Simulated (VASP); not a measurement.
# Ca (Im-3m) in VASP: notebook

Ca is run at these levels: PBE; tasks: single point, relaxation of cell and atoms.

All numbers are computed with VASP 6.6.1; they aren't measurements. Logs are shortened: lines on timing, memory, paths and dates and some standing lists are left out, and cuts for length are marked.

## Step 1: The cell of the first run

It takes space group Im-3m (No. 229, cubic). The conventional cell has a = 4.419 Å, b = 4.419 Å, c = 4.419 Å, α = 90.00°, β = 90.00°, γ = 90.00°. Within 5.0 Å of Ca (site symmetry m-3m) lie 14 Ca at 3.83 to 4.42 Å.

This isn't the form of Ca at room conditions, which is fcc.

## Step 2: Single point, PBE

The input, INCAR:

```
PREC = Accurate
ENCUT = 520
EDIFF = 1E-6
ISMEAR = -1
SIGMA = 0.08
LREAL = False
LASPH = True
NELM = 80
ALGO = Normal
ISIF = 2
LWAVE = False
LCHARG = True
GGA = PE
LELF = True
LVHAR = True
NBANDS = 11
```

The input, KPOINTS:

```
regular mesh
0
Gamma
  12 12 12
```

The input, POSCAR:

```
Ca
1.0
   -2.2094459378      2.2094459378      2.2094459378
    2.2094459378     -2.2094459378      2.2094459378
    2.2094459378      2.2094459378     -2.2094459378
Ca
1
Direct
    0.0000000000      0.0000000000      0.0000000000
```

Potentials or basis: VASP PAW PBE potentials, release 64 (Ca_sv).

Started as:

```bash
$ cat potpaw_PBE.64/Ca_sv/POTCAR > POTCAR
$ mpirun -np 1 vasp_std > vasp.out
```

OUTCAR:

```text
PREC = Accurate
   ENCUT = 520
   EDIFF = 1E-6
   ISMEAR = -1
   LREAL = False
   LASPH = True
   NELM = 80
   ISIF = 2
   GGA = PE

 ion  position               nearest neighbor table
   1  0.000  0.000  0.000-

  LATTYP: Found a body centered cubic cell.
 ALAT       =     4.4188918756

  Lattice vectors:

 A1 = (  -2.2094459378,   2.2094459378,   2.2094459378)
 A2 = (   2.2094459378,  -2.2094459378,   2.2094459378)
 A3 = (   2.2094459378,   2.2094459378,  -2.2094459378)

Analysis of symmetry for initial positions (statically):
=====================================================================
 Subroutine PRICEL returns:
 Original cell was already a primitive cell.

 Routine SETGRP: Setting up the symmetry group for a
 body centered cubic supercell.

 Subroutine GETGRP returns: Found 48 space group operations
 (whereof 48 operations were pure point group operations)
 out of a pool of 48 trial point group operations.

The static configuration has the point symmetry O_h .

Analysis of symmetry for dynamics (positions and initial velocities):
=====================================================================
 Subroutine PRICEL returns:
 Original cell was already a primitive cell.

 Routine SETGRP: Setting up the symmetry group for a
 body centered cubic supercell.

 Subroutine GETGRP returns: Found 48 space group operations
 (whereof 48 operations were pure point group operations)
 out of a pool of 48 trial point group operations.

The dynamic configuration has the point symmetry O_h .

 Subroutine INISYM returns: Found 48 space group operations
 (whereof 48 operations are pure point group operations),
 and found     1 'primitive' translations

----------------------------------------------------------------------------------------

                                     Primitive cell

  volume of cell :      43.1430

  direct lattice vectors                    reciprocal lattice vectors
    -2.209445938  2.209445938  2.209445938     0.000000000  0.226301079  0.226301079
     2.209445938 -2.209445938  2.209445938     0.226301079  0.000000000  0.226301079
     2.209445938  2.209445938 -2.209445938     0.226301079  0.226301079  0.000000000

  length of vectors
[... 82 lines left out ...]
   EDIFFG = 0.1E-04   stopping-criterion for IOM
   NSW    =      0    number of steps for IOM
   IBRION =     -1    ionic relax: 0-MD 1-quasi-New 2-CG
   NFREE  =      0    steps in history (QN), initial steepest desc. (CG)
   ISIF   =      2    stress and relaxation
   ISYM   =      2    0-nonsym 1-usesym 2-fastsym
   POTIM  = 0.5000    time-step for ionic-motion
   TEBEG  =    0.0;   TEEND  =   0.0 temperature during run
   PSTRESS=    0.0 pullay stress
   NELECT =      10.0000    total number of electrons
   NUPDOWN=      -1.0000    fix difference up-down
   EMIN   =  10.00;   EMAX   =-10.00  energy-range for DOS
   EFERMI =   0.00;   METHOD = LEGACY
   ISMEAR =    -1;   SIGMA  =   0.08  broadening in eV -4-tet -1-fermi 0-gaus
   EFERMI_NEDOS =   21; number of points for ismear=-14 and -15
   IALGO  =     38    algorithm
   IMIX   =      4    mixing-type and parameters
     AMIX     =   0.40;   BMIX     =  1.00
     AMIX_MAG =   1.60;   BMIX_MAG =  1.00
  volume/ion in A,a.u.               =      43.14       291.14
  Fermi-wavevector in a.u.,A,eV,Ry     =   1.005630  1.900365 13.759453  1.011291
  Thomas-Fermi vector in A             =   2.138321
   LORBIT       =      0    0 simple, 1 ext, 2 COOP (PROOUT), +10 PAW based schemes
   GGA     = PE    functional components
   LHFCALC =     F    Hartree Fock is set to
   AEXX    =    0.0000 exact exchange contribution
   IVDW    =     0    specifies the selected vdW correction
   LEPSILON=     F    determine dielectric tensor
   LRPA    =     F    only Hartree local field effects (RPA)
 non-spin polarized calculation
  energy-cutoff  :      520.00
  volume of cell :       43.14
 maximum number of plane-waves:      1180
   NGX = 15   NGY = 15   NGZ = 15

 number of electron      10.0000000 magnetization

 number of electron       9.9999999 magnetization

 Free energy of the ion-electron system (eV)
  ---------------------------------------------------
  ext. energy  EPLUGINS =         0.00000000
  ---------------------------------------------------
  free energy    TOTEN  =        -1.92835006 eV

  energy without entropy =       -1.89521874  energy(sigma->0) =       -1.91178440

 E-fermi :   1.9186     XC(G=0):  -7.6666

 val. band max:        1.9099246568   @ k =  -0.4167   0.5000   0.3333
 cond. band min:       1.9333597844   @ k =  -0.4167  -0.4167   0.0833
 fundamental gap:      0.0234351276
 Fermi energy:         1.9186286828

 k-point     1 :       0.0000    0.0000    0.0000
  band No.  band energies     occupation
      1     -40.1878      2.00000
      2     -21.1062      2.00000
      3     -21.1062      2.00000
      4     -21.1062      2.00000
      5      -2.1076      2.00000
      6       4.1867      0.00000
      7       4.1867      0.00000
      8       4.1867      0.00000
      9       5.2173      0.00000
     10       5.2173      0.00000
     11      12.0111      0.00000
[... 309 lines left out ...]
 k-point    24 :       0.4167    0.0833    0.0833
  band No.  band energies     occupation
      1     -40.1742      2.00000
      2     -21.2265      2.00000
      3     -21.1548      2.00000
      4     -21.1143      2.00000
      5       1.2635      1.99945
      6       1.9031      1.09658
      7       3.0601      0.00000
      8       5.2016      0.00000
      9       5.4929      0.00000
     10       6.4090      0.00000
     11       6.8829      0.00000

 [... further k-points ...]

------------------------ aborting loop because EDIFF is reached ----------------------------------------

  FORCE on cell =-STRESS in cart. coord.  units (eV):
  Direction    XX          YY          ZZ          XY          YZ          ZX
  --------------------------------------------------------------------------------------
  -------------------------------------------------------------------------------------
  Total       -0.0972318     -0.0972318     -0.0972318     -0.0000000     -0.0000000      0.0000000
  in kB       -3.6108460     -3.6108460     -3.6108460     -0.0000000     -0.0000000      0.0000000
  external PRESSURE =      -3.6108460 kB  Pullay stress =       0.0000000 kB

 VOLUME and BASIS-vectors are now :
 -----------------------------------------------------------------------------
  energy-cutoff  :      520.00
  volume of cell :       43.14
      direct lattice vectors                 reciprocal lattice vectors
    -2.209445938  2.209445938  2.209445938     0.000000000  0.226301079  0.226301079
     2.209445938 -2.209445938  2.209445938     0.226301079  0.000000000  0.226301079
     2.209445938  2.209445938 -2.209445938     0.226301079  0.226301079  0.000000000

 POSITION                                       TOTAL-FORCE (eV/Angst)
 -----------------------------------------------------------------------------------
      0.00000      0.00000      0.00000         0.000000      0.000000      0.000000
 -----------------------------------------------------------------------------------
    total drift:                               -0.000000     -0.000000     -0.000000

  FREE ENERGIE OF THE ION-ELECTRON SYSTEM (eV)
  ---------------------------------------------------
  free  energy   TOTEN  =        -1.9283500638 eV

  energy  without entropy=       -1.8952187407  energy(sigma->0) =       -1.91178440
```

OSZICAR:

```text
N       E                     dE             d eps       ncg     rms          rms(c)
DAV:   1     0.653931025052E+02    0.65393E+02   -0.50929E+03  1584   0.829E+02
DAV:   2    -0.405086157717E+00   -0.65798E+02   -0.65211E+02  1758   0.206E+02
DAV:   3    -0.187967816420E+01   -0.14746E+01   -0.14556E+01  2318   0.301E+01
DAV:   4    -0.193487378129E+01   -0.55196E-01   -0.54912E-01  2087   0.471E+00
DAV:   5    -0.193596330700E+01   -0.10895E-02   -0.10880E-02  2216   0.571E-01    0.223E+00
DAV:   6    -0.192954144238E+01    0.64219E-02   -0.11571E-02  1943   0.116E+00    0.136E+00
DAV:   7    -0.192876720625E+01    0.77424E-03   -0.17720E-02  1829   0.152E+00    0.100E-01
DAV:   8    -0.192832839379E+01    0.43881E-03   -0.18635E-03  1869   0.424E-01    0.198E-02
DAV:   9    -0.192834858938E+01   -0.20196E-04   -0.94009E-05  2095   0.782E-02    0.620E-03
DAV:  10    -0.192835087318E+01   -0.22838E-05   -0.73137E-06  2326   0.224E-02    0.846E-04
DAV:  11    -0.192835006376E+01    0.80942E-06   -0.25536E-07  1199   0.504E-03
   1 F= -.19283501E+01 E0= -.19117844E+01  d E =-.331313E-01
```

stdout:

```text
POSCAR found type information on POSCAR Ca
 POSCAR found :  1 types and       1 ions
 scaLAPACK will be used
 LDA part: xc-table for (Slater+PW92), standard interpolation
 POSCAR, INCAR and KPOINTS ok, starting setup
 FFT: planning ... GRIDC
 FFT: planning ... GRID_SOFT
 FFT: planning ... GRID
 WAVECAR not read
 entering main loop
```

Run time: 35 s. Hardware: 1 thread of Intel Xeon 8259CL, shared host; peak memory 0.18 GiB.

What came out:

```
Free energy            : -1.9284 eV
Pressure               : -0.4 GPa
Band gap on the k mesh : zero (bands 5 and 6 overlap by 0.39 eV)
```

## Step 3: Relaxation of cell and atoms, PBE, target pressure -0.37 GPa, at which the enthalpy is minimised

The input, INCAR:

```
SYSTEM = Ca
ALGO = Normal
EDIFF = 1E-6
EDIFFG = -0.005
ENCUT = 600
GGA = PE
IBRION = 2
ISIF = 3
ISMEAR = -1
LASPH = .TRUE.
LCHARG = .FALSE.
LREAL = .FALSE.
LWAVE = .FALSE.
NELM = 100
NSW = 60
PREC = Accurate
PSTRESS = -3.7
SIGMA = 0.08
```

The input, KPOINTS:

```
k-points
0
G
  12 12 12
  0 0 0
```

POSCAR is that of step 2.

Potentials or basis: VASP PAW PBE potentials, release 64 (Ca_sv).

Started as:

```bash
$ cat potpaw_PBE.64/Ca_sv/POTCAR > POTCAR
$ mpirun -np 1 vasp_std > vasp.out
```

Run time: 51 s. Hardware: 1 thread of Intel Xeon 8259CL, shared host; peak memory 0.2 GiB.

It converged, with:

| Item | Value |
| --- | --- |
| Free energy | -1.9282 eV |
| Relaxed volume | 43.18 Å³/atom |
| Relaxed cell | a = 3.828 Å, b = 3.828 Å, c = 3.828 Å, α = 109.47°, β = 109.47°, γ = 109.47° |
| Space group after relaxing (to 0.1 Å) | Im-3m (No. 229) |
| Energy change on relaxing (the run minimises the enthalpy) | +0.1 meV/atom |
| Ionic steps | 2 |
| Pressure after relaxing | -0.4 GPa |
| Band gap on the k mesh | zero (bands 5 and 6 overlap by 0.39 eV) |

Final structure:
```
CELL_PARAMETERS angstrom
-2.21004 2.21004 2.21004
2.21004 -2.21004 2.21004
2.21004 2.21004 -2.21004
ATOMIC_POSITIONS crystal
Ca 0.00000 0.00000 0.00000
```

Levels at points of the mesh, in eV from the Fermi level:
| k point | band 2 | band 3 | band 4 | band 5 | band 6 | band 7 | band 8 | band 9 |
| --- | --- | --- | --- | --- | --- | --- | --- | --- |
| (0.00, 0.00, 0.00) | -23.03 | -23.03 | -23.03 | -4.03 | 2.27 | 2.27 | 2.27 | 3.30 |
| (0.50, 0.00, 0.00) | -23.16 | -23.07 | -23.03 | -0.89 | -0.04 | 1.33 | 3.20 | 3.56 |
| (0.50, 0.50, 0.50) | -23.12 | -23.12 | -23.12 | 0.08 | 0.08 | 3.84 | 3.84 | 3.84 |

Caveat: the cell is relaxed towards a set pressure, so the run minimises the enthalpy, not the energy.

## Step 4: Relaxation of cell and atoms, PBE, target pressure -0.37 GPa, at which the enthalpy is minimised

The input, INCAR:

```
PREC = Accurate
ENCUT = 600
EDIFF = 1E-6
ISMEAR = -1
SIGMA = 0.08
LREAL = F
LASPH = T
NELM = 100
ALGO = Normal
ISIF = 3
LWAVE = F
LCHARG = F
GGA = PE
IBRION = 2
NSW = 32
EDIFFG = -0.005
PSTRESS = -3.7
```

The input, KPOINTS:

```
regular mesh
0
Gamma
  12 12 12
```

POSCAR is that of step 3.

Started as:

```bash
$ cat potpaw_PBE.64/Ca_sv/POTCAR > POTCAR
$ mpirun -np 1 vasp_std > vasp.out
```

It took 63 s on 1 thread of Intel Xeon 8259CL, shared host; peak memory 0.2 GiB.

It converged, with:

- Free energy: -1.9282 eV
- Relaxed volume: 43.18 Å³/atom
- Relaxed cell: a = 3.828 Å, b = 3.828 Å, c = 3.828 Å, α = 109.47°, β = 109.47°, γ = 109.47°
- Space group after relaxing (to 0.1 Å): Im-3m (No. 229)
- Energy change on relaxing (the run minimises the enthalpy): +0.1 meV/atom
- Ionic steps: 2
- Pressure after relaxing: -0.4 GPa
- Band gap on the k mesh: zero (bands 5 and 6 overlap by 0.39 eV)

Final structure:
```
Ca
1.0
    -2.21004    2.21004    2.21004
     2.21004   -2.21004    2.21004
     2.21004    2.21004   -2.21004
Ca
1
Cartesian
  0.0000 4.4201 0.0000
```

Levels at points of the mesh, in eV from the Fermi level:
| k point | band 3 | band 4 | band 5 | band 6 | band 7 | band 8 |
| --- | --- | --- | --- | --- | --- | --- |
| (0.00, 0.00, 0.00) | -23.03 | -23.03 | -4.03 | 2.27 | 2.27 | 2.27 |
| (0.50, 0.00, 0.00) | -23.07 | -23.03 | -0.89 | -0.04 | 1.33 | 3.20 |
| (0.50, 0.50, 0.50) | -23.12 | -23.12 | 0.08 | 0.08 | 3.84 | 3.84 |

Caveat: the cell is relaxed towards a set pressure, so the run minimises the enthalpy, not the energy.

The gap in the log of VASP goes by the Fermi energy; the results here count the filled bands.